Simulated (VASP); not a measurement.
# Si35Ge (a cell with a defect) in VASP: single point with PBE

Aim: the single point of Si35Ge (a cell with a defect) with PBE.

Program: VASP 6.6.1. These are calculated values, not measurements. Logs are shortened: lines on timing, memory, paths and dates and some standing lists are left out, and cuts for length are marked.

## Step 1: The cell of the first run

The cell holds a defect, 36 atoms: a = 9.220 Å, b = 9.220 Å, c = 9.220 Å, α = 77.59°, β = 77.59°, γ = 77.59°.

## Step 2: Single point, PBE

The input, INCAR:

```
ALGO = Normal ; EDIFF = 1E-6
ENCUT = 520 ; GGA = PE
ISIF = 2 ; ISMEAR = 0
LASPH = True ; LCHARG = True
LELF = True ; LREAL = Auto
LVHAR = True ; LWAVE = False
NBANDS = 101 ; NELM = 60
PREC = Accurate ; SIGMA = 0.02
```

The input, KPOINTS:

```
Automatic mesh
0
Gamma
  2 2 2
  0.5 0.5 0.5
```

The input, POSCAR:

```
Si35Ge
1.0
   -0.0000000001      6.6706137355      6.3650227141
   -5.7769209537     -3.3353068678      6.3650227141
    5.7769209538     -3.3353068677      6.3650227141
Ge Si
1 35
Direct
    0.2432881528      0.5773590124      0.2431135079
    0.5769478320      0.5769187720      0.9091447785
    0.2429468347      0.2433981427      0.5766324988
    0.2430633767      0.9108638588      0.9090695381
    0.5768812521      0.2434368433      0.2426984436
    0.9094511193      0.5769145816      0.5767607900
    0.9099181337      0.2437928239      0.9096666216
    0.5764464579      0.9104391879      0.5760587639
    0.9094615858      0.9108071219      0.2426515050
    0.2988656369      0.6326223352      0.6329408070
    0.6330031631      0.6326838104      0.2986778331
    0.2988790530      0.2984968743      0.9645869569
    0.2988422764      0.9667689267      0.2987282944
    0.6320398782      0.2991796792      0.6318172658
    0.9647209680      0.6326117970      0.9646976108
    0.9647923801      0.2984318587      0.2986425427
    0.6320465331      0.9658987437      0.9651313411
    0.9653517870      0.9658167323      0.6318976758
    0.3700759249      0.7038680223      0.3700444140
    0.7008311901      0.7016909153      0.0343573690
    0.3678366692      0.3682959028      0.7007056970
    0.3678585922      0.0346153389      0.0343735576
    0.7009164790      0.3683417955      0.3676283326
    0.0345328154      0.7016372474      0.7007835638
    0.0347679466      0.3684939716      0.0345448605
    0.7011944154      0.0350106322      0.7009466263
    0.0345235035      0.0345977587      0.3677001700
    0.4236208698      0.7574585646      0.7569614274
    0.7573817702      0.7573355686      0.4232183927
    0.4260847981      0.4216728861      0.0874267920
    0.4234553682      0.0912883546      0.4231973528
    0.7567995547      0.4239656663      0.7565613713
    0.0877644058      0.7601410563      0.0872785819
    0.0875636287      0.4216477019      0.4258407949
    0.7567449848      0.0907477842      0.0899185564
    0.0901226692      0.0907312649      0.7564952233
```

Potentials or basis: VASP PAW PBE potentials, release 64 (Ge_d, Si).

On the command line:

```
> cat potpaw_PBE.64/Ge_d/POTCAR potpaw_PBE.64/Si/POTCAR > POTCAR
> mpirun -np 1 vasp_std > vasp.out
```

OUTCAR:

```text
EDIFF = 1E-6
   ENCUT = 520
   GGA = PE
   ISIF = 2
   ISMEAR = 0
   LASPH = True
   LREAL = Auto
   NELM = 60
   PREC = Accurate

 ion  position               nearest neighbor table
   1  0.243  0.577  0.243-  33 2.40  30 2.40  34 2.40  19 2.42
   2  0.577  0.577  0.909-  30 2.36  32 2.36  28 2.36  20 2.38
   3  0.243  0.243  0.577-  34 2.36  36 2.36  31 2.36  21 2.38
   4  0.243  0.911  0.909-  33 2.35  36 2.36  28 2.36  22 2.38
   5  0.577  0.243  0.243-  30 2.35  35 2.36  31 2.36  23 2.38
   6  0.909  0.577  0.577-  34 2.36  32 2.36  29 2.36  24 2.38
[... 28 lines left out ...]
  35  0.757  0.091  0.090-   5 2.36   9 2.36   7 2.36  17 2.38
  36  0.090  0.091  0.756-   3 2.36   4 2.36   7 2.36  18 2.38

  LATTYP: Found a trigonal (rhomboedric) cell.
 ALAT       =     9.2201194005
 COS(alpha) =     0.2148552059

  Lattice vectors:

 A1 = (  -0.0000000001,   6.6706137355,   6.3650227141)
 A2 = (  -5.7769209537,  -3.3353068678,   6.3650227141)
 A3 = (   5.7769209538,  -3.3353068677,   6.3650227141)

Analysis of symmetry for initial positions (statically):
=====================================================================
 Subroutine PRICEL returns:
 Original cell was already a primitive cell.

 Routine SETGRP: Setting up the symmetry group for a
 trigonal (rhombohedral) supercell.

 Subroutine GETGRP returns: Found  1 space group operations
 (whereof  1 operations were pure point group operations)
 out of a pool of 12 trial point group operations.

The static configuration has the point symmetry C_1 .

Analysis of symmetry for dynamics (positions and initial velocities):
=====================================================================
 Subroutine PRICEL returns:
 Original cell was already a primitive cell.

 Routine SETGRP: Setting up the symmetry group for a
 trigonal (rhombohedral) supercell.

 Subroutine GETGRP returns: Found  1 space group operations
 (whereof  1 operations were pure point group operations)
 out of a pool of 12 trial point group operations.

The dynamic configuration has the point symmetry C_1 .

 Subroutine INISYM returns: Found  1 space group operations
 (whereof  1 operations are pure point group operations),
 and found     1 'primitive' translations

----------------------------------------------------------------------------------------

                                     Primitive cell

  volume of cell :     735.8401

  direct lattice vectors                    reciprocal lattice vectors
    -0.000000000  6.670613735  6.365022714    -0.000000000  0.099940829  0.052369543
    -5.776920954 -3.335306868  6.365022714    -0.086551297 -0.049970415  0.052369543
     5.776920954 -3.335306868  6.365022714     0.086551297 -0.049970414  0.052369543

  length of vectors
     9.220119400  9.220119400  9.220119400     0.112830574  0.112830574  0.112830574

  position of ions in fractional coordinates (direct lattice)
     0.243288153  0.577359012  0.243113508
     0.576947832  0.576918772  0.909144778
     0.242946835  0.243398143  0.576632499
     0.243063377  0.910863859  0.909069538
     0.576881252  0.243436843  0.242698444
     0.909451119  0.576914582  0.576760790
[... 28 lines left out ...]
     0.756744985  0.090747784  0.089918556
     0.090122669  0.090731265  0.756495223

  ion indices of the primitive-cell ions
   primitive index   ion index
                 1           1
                 2           2
                 3           3
                 4           4
                 5           5
                 6           6
[... 28 lines left out ...]
                35          35
                36          36

----------------------------------------------------------------------------------------

 KPOINTS: Automatic mesh

Automatic generation of k-mesh.
 Grid dimensions read from file:
 generate k-points for:    2    2    2

 Generating k-lattice:

  Cartesian coordinates                     Fractional coordinates (reciprocal lattice)
    -0.000000000  0.049970415  0.026184772     0.500000000 -0.000000000  0.000000000
    -0.043275648 -0.024985207  0.026184772     0.000000000  0.500000000 -0.000000000
     0.043275648 -0.024985207  0.026184772     0.000000000 -0.000000000  0.500000000

  Length of vectors
     0.056415287  0.056415287  0.056415287

  Shift w.r.t. Gamma in fractional coordinates (k-lattice)
     0.500000000  0.500000000  0.500000000

 Subroutine IBZKPT returns following result:
 ===========================================

 Found      4 irreducible k-points:

 Following reciprocal coordinates:
            Coordinates               Weight
  0.250000  0.250000  0.250000      2.000000
 -0.250000  0.250000  0.250000      2.000000
  0.250000 -0.250000  0.250000      2.000000
  0.250000  0.250000 -0.250000      2.000000
   k-points           NKPTS =      4   k-points in BZ     NKDIM =      4   number of bands    NBANDS=    101
   number of dos      NEDOS =    301   number of ions     NIONS =     36
   total plane-waves  NPLWV = 343000
   dimension x,y,z NGX =    70 NGY =   70 NGZ =   70
   dimension x,y,z NGXF=   140 NGYF=  140 NGZF=  140
   ions per type =               1  35
   NGX,Y,Z   is equivalent  to a cutoff of  12.62, 12.62, 12.62 a.u.
   NGXF,Y,Z  is equivalent  to a cutoff of  25.24, 25.24, 25.24 a.u.
 SYSTEM =  unknown system
   PREC   = accura    normal or accurate (medium, high low for compatibility)
   ISTART =      0    job   : 0-new  1-cont  2-samecut
   ICHARG =      2    charge: 1-file 2-atom 10-const
   ISPIN  =      1    spin polarized calculation?
   LNONCOLLINEAR =      F non collinear calculations
   LSORBIT =      F    spin-orbit coupling
   LASPH  =      T    aspherical Exc in radial PAW
   ENCUT  =  520.0 eV  38.22 Ry    6.18 a.u.  17.14 17.14 17.14*2*pi/ulx,y,z
   NELM   =     60;   NELMIN=  2; NELMDL= -5     # of ELM steps
   EDIFF  = 0.1E-05   stopping-criterion for ELM
   LREAL  =      T    real-space projection
   EDIFFG = 0.1E-04   stopping-criterion for IOM
   NSW    =      0    number of steps for IOM
   IBRION =     -1    ionic relax: 0-MD 1-quasi-New 2-CG
   NFREE  =      0    steps in history (QN), initial steepest desc. (CG)
   ISIF   =      2    stress and relaxation
   ISYM   =      2    0-nonsym 1-usesym 2-fastsym
   POTIM  = 0.5000    time-step for ionic-motion
   TEBEG  =    0.0;   TEEND  =   0.0 temperature during run
   PSTRESS=    0.0 pullay stress
   NELECT =     154.0000    total number of electrons
   NUPDOWN=      -1.0000    fix difference up-down
   EMIN   =  10.00;   EMAX   =-10.00  energy-range for DOS
   EFERMI =   0.00;   METHOD = LEGACY
   ISMEAR =     0;   SIGMA  =   0.02  broadening in eV -4-tet -1-fermi 0-gaus
   EFERMI_NEDOS =   21; number of points for ismear=-14 and -15
   IALGO  =     38    algorithm
   IMIX   =      4    mixing-type and parameters
     AMIX     =   0.40;   BMIX     =  1.00
     AMIX_MAG =   1.60;   BMIX_MAG =  1.00
  volume/ion in A,a.u.               =      20.44       137.94
  Fermi-wavevector in a.u.,A,eV,Ry     =   0.971972  1.836761 12.853836  0.944730
  Thomas-Fermi vector in A             =   2.102233
   LORBIT       =      0    0 simple, 1 ext, 2 COOP (PROOUT), +10 PAW based schemes
   GGA     = PE    functional components
   LHFCALC =     F    Hartree Fock is set to
   AEXX    =    0.0000 exact exchange contribution
   IVDW    =     0    specifies the selected vdW correction
   LEPSILON=     F    determine dielectric tensor
   LRPA    =     F    only Hartree local field effects (RPA)
 non-spin polarized calculation
 Gauss-broadening in eV      SIGMA  =   0.02
  energy-cutoff  :      520.00
  volume of cell :      735.84
 maximum number of plane-waves:     19842
 NGX is ok and might be reduce to    70
   NGX = 35   NGY = 35   NGZ = 35

 number of electron     153.9999989 magnetization

 Free energy of the ion-electron system (eV)
  ---------------------------------------------------
  ext. energy  EPLUGINS =         0.00000000
  ---------------------------------------------------
  free energy    TOTEN  =      -193.70100142 eV

  energy without entropy =     -193.70100142  energy(sigma->0) =     -193.70100142

 E-fermi :   5.7069     XC(G=0):  -9.3511

 val. band max:        5.5428292536   @ k =   0.2500   0.2500   0.2500
 cond. band min:       6.5180456215   @ k =  -0.2500   0.2500   0.2500
 fundamental gap:      0.9752163679
 Fermi energy:         5.7069055311

 k-point     1 :       0.2500    0.2500    0.2500
  band No.  band energies     occupation
      1     -18.4651      2.00000
      2     -18.4624      2.00000
      3     -18.4623      2.00000
      4     -18.4382      2.00000
      5     -18.4382      2.00000
      6      -6.0522      2.00000
[... 81 lines left out ...]
     88       7.6036      0.00000
     89       7.6037      0.00000

 k-point     2 :      -0.2500    0.2500    0.2500
  band No.  band energies     occupation
      1     -18.4651      2.00000
      2     -18.4624      2.00000
      3     -18.4623      2.00000
      4     -18.4382      2.00000
      5     -18.4382      2.00000
      6      -5.9123      2.00000
[... 81 lines left out ...]
     88       7.9812      0.00000
     89       8.0087      0.00000

 k-point     3 :       0.2500   -0.2500    0.2500
  band No.  band energies     occupation
      1     -18.4651      2.00000
      2     -18.4624      2.00000
      3     -18.4623      2.00000
      4     -18.4382      2.00000
      5     -18.4382      2.00000
      6      -5.9123      2.00000
[... 81 lines left out ...]
     88       7.9812      0.00000
     89       8.0087      0.00000

 k-point     4 :       0.2500    0.2500   -0.2500
  band No.  band energies     occupation
      1     -18.4651      2.00000
      2     -18.4624      2.00000
      3     -18.4623      2.00000
      4     -18.4382      2.00000
      5     -18.4382      2.00000
      6      -5.9123      2.00000
[... 81 lines left out ...]
     88       7.9811      0.00000
     89       8.0087      0.00000
 [bands above 89 left out]

------------------------ aborting loop because EDIFF is reached ----------------------------------------

  FORCE on cell =-STRESS in cart. coord.  units (eV):
  Direction    XX          YY          ZZ          XY          YZ          ZX
  --------------------------------------------------------------------------------------
  -------------------------------------------------------------------------------------
  Total        1.6892864      1.6814748      1.1188489      0.0021342      0.0030542     -0.0004761
  in kB        3.6781585      3.6611499      2.4361195      0.0046470      0.0066500     -0.0010367
  external PRESSURE =       3.2584760 kB  Pullay stress =       0.0000000 kB

 VOLUME and BASIS-vectors are now :
 -----------------------------------------------------------------------------
  energy-cutoff  :      520.00
  volume of cell :      735.84
      direct lattice vectors                 reciprocal lattice vectors
    -0.000000000  6.670613735  6.365022714    -0.000000000  0.099940829  0.052369543
    -5.776920954 -3.335306868  6.365022714    -0.086551297 -0.049970415  0.052369543
     5.776920954 -3.335306868  6.365022714     0.086551297 -0.049970414  0.052369543

 POSITION                                       TOTAL-FORCE (eV/Angst)
 -----------------------------------------------------------------------------------
     -1.93091     -1.11365      6.77086         0.002139      0.002078      0.004907
      1.91924     -1.10788     13.13111         0.005320      0.002118     -0.000468
      1.92507     -1.11445      6.76588        -0.000378     -0.005014      0.000968
     -0.01037     -4.44865     13.13102        -0.004328     -0.001920      0.000956
     -0.00427      2.22674      6.76612         0.001075      0.002684      0.003048
     -0.00089      2.21874     13.13185         0.004308      0.000243     -0.007154
[... 28 lines left out ...]
     -0.00479      4.44538      5.96664         0.000930      0.003422     -0.000218
      3.84607     -2.22459      5.96625         0.001741      0.002256      0.002886
 -----------------------------------------------------------------------------------
    total drift:                                0.002207      0.000982     -0.001177

  FREE ENERGIE OF THE ION-ELECTRON SYSTEM (eV)
  ---------------------------------------------------
  free  energy   TOTEN  =      -193.7010014165 eV

  energy  without entropy=     -193.7010014165  energy(sigma->0) =     -193.70100142
```

It took 4.2 min on 1 thread of Intel Xeon 6975P-C (Granite Rapids), shared host; peak memory 0.74 GiB.

What came out:

| Item | Value |
| --- | --- |
| Free energy | -193.7010 eV |
| Pressure | 0.3 GPa |
| Largest force | 0.009 eV/Å |
| Band gap on the k mesh | 0.98 eV |

Forces on the atoms (eV/Å):
```
Ge   0.002  0.002  0.005
Si   0.005  0.002  0.000
Si   0.000 -0.005  0.001
Si  -0.004 -0.002  0.001
Si   0.001  0.003  0.003
Si   0.004  0.000 -0.007
Si   0.003  0.000  0.000
Si   0.003  0.007 -0.005
Si   0.000 -0.002  0.002
Si  -0.002  0.001  0.001
Si   0.003  0.000 -0.002
Si   0.000 -0.006 -0.001
Si  -0.003  0.001 -0.001
Si   0.001  0.001  0.001
Si  -0.003  0.004 -0.007
Si  -0.008 -0.002  0.000
Si   0.000  0.001  0.001
Si  -0.002  0.000 -0.001
Si  -0.005  0.001 -0.002
Si   0.000  0.002  0.003
Si   0.001  0.001  0.000
Si  -0.001  0.000  0.001
Si  -0.001 -0.001 -0.003
Si   0.002 -0.001  0.003
Si  -0.001 -0.001  0.002
Si   0.001 -0.001  0.003
Si   0.000  0.001 -0.003
Si   0.002 -0.005 -0.002
Si  -0.005 -0.005  0.003
Si  -0.001  0.003 -0.003
Si   0.000  0.000  0.002
Si  -0.006 -0.002  0.003
Si   0.005 -0.006 -0.003
Si   0.005  0.004  0.002
Si   0.001  0.003  0.000
Si   0.002  0.002  0.003
```

Stress tensor (GPa, compression positive):
```
0.37 0.00 0.00
0.00 0.37 0.00
0.00 0.00 0.24
```

Levels at points of the mesh, in eV from the valence-band top:
| k point | band 75 | band 76 | band 77 | band 78 | band 79 | band 80 |
| --- | --- | --- | --- | --- | --- | --- |
| (0.25, 0.25, 0.25) | -0.86 | 0.00 | 0.00 | 1.06 | 1.09 | 1.09 |
